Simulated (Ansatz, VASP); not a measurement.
## Two plane-wave programs on SnO

Contents of INCAR:

```
SYSTEM = SnO
PREC = Accurate
ENCUT = 520
EDIFF = 1E-8
ISMEAR = -1
SIGMA = 0.01
LREAL = .False.
LASPH = .True.
NELM = 80
ALGO = Normal
ISIF = 2
LWAVE = .False.
LCHARG = .False.
GGA = PS
LEFG = .True.
NBANDS = 28
```

File KPOINTS:

```
regular mesh
0
Gamma
  8 8 6
  0 0 0
```

The input POSCAR:

```
SnO
1.0
    3.8020000000      0.0000000000      0.0000000000
    0.0000000000      3.8020000000      0.0000000000
    0.0000000000      0.0000000000      4.8360000000
Sn O
2 2
Direct
    0.0000000000      0.5000000000      0.2385000000
    0.5000000000      0.0000000000      0.7615000000
    0.0000000000      0.0000000000      0.0000000000
    0.5000000000      0.5000000000      0.0000000000
```

Input for Ansatz:

```yaml
crystal:
  lattice:
    - [3.802, 0.0, 0.0]
    - [0.0, 3.802, 0.0]
    - [0.0, 0.0, 4.836]
  atoms:
    - { symbol: Sn, position: [0.0, 0.5, 0.2385] }
    - { symbol: Sn, position: [0.5, 0.0, 0.7615] }
    - { symbol: O, position: [0.0, 0.0, 0.0] }
    - { symbol: O, position: [0.5, 0.5, 0.0] }
kpoints:
  mp_grid: { grid: [8, 8, 6] }
  band_path:
    path:
      - [0.0, 0.0, 0.0]
      - [0.0, 0.5, 0.0]
      - [0.5, 0.5, 0.0]
      - [0.0, 0.0, 0.0]
      - [0.0, 0.0, 0.5]
      - [0.0, 0.5, 0.5]
      - [0.5, 0.5, 0.5]
      - [0.0, 0.0, 0.5]
      - [0.0, 0.5, 0.0]
    npoints: 14
scf:
  occupations: { method: fermi_dirac, width: 0.01 }
hamiltonian:
  xc: pbesol
  pseudopotentials: { kind: paw }
output:
  forces: true
  stress: true
  eigenvalues: true
  efg: { contact_densities: true }
  populations: true
  bader: true
  dos: { projected: true, de: 0.2, e_range: [-14, 8] }
  write_density: true
  write_potential: true
  elf: true
  volumetric_format: npy
```

Alike in both runs: task electric field gradients; functional PBEsol; k mesh 8 × 8 × 6; occupations fermi-dirac, width 0.01 eV; no spin polarisation.

```csv
,VASP,Ansatz
version,VASP 6.6.1,Ansatz 0.2.0
potentials or method,"VASP PAW PBE potentials, release 64 (Sn_d, O)","PAW with Ansatz's default frozen-core files, scalar-relativistic"
plane-wave cutoff (eV),520,420
valence electrons in the cell,40,40
```

VASP gave:

```
pressure (GPa)                                                : 0.2
traceless stress, the component that is largest in VASP (GPa) : -0.27
rms of the force components (eV/Å)                            : 0.061
size of Vzz on the site where it differs most (V/Å²)          : 161.6
```

Task: Estimate Ansatz's values.

Result: Pressure (GPa): -0.1; traceless stress, the component that is largest in VASP (GPa): -0.28; rms of the force components (eV/Å): 0.027; size of Vzz on the site where it differs most (V/Å²): 170.0.

VASP's potentials were made for PBE, not for PBEsol. Atom by atom the forces differ by 0.034 eV/Å (rms over components). The functional is the same, so the differences come from potentials, cutoffs and numerics.
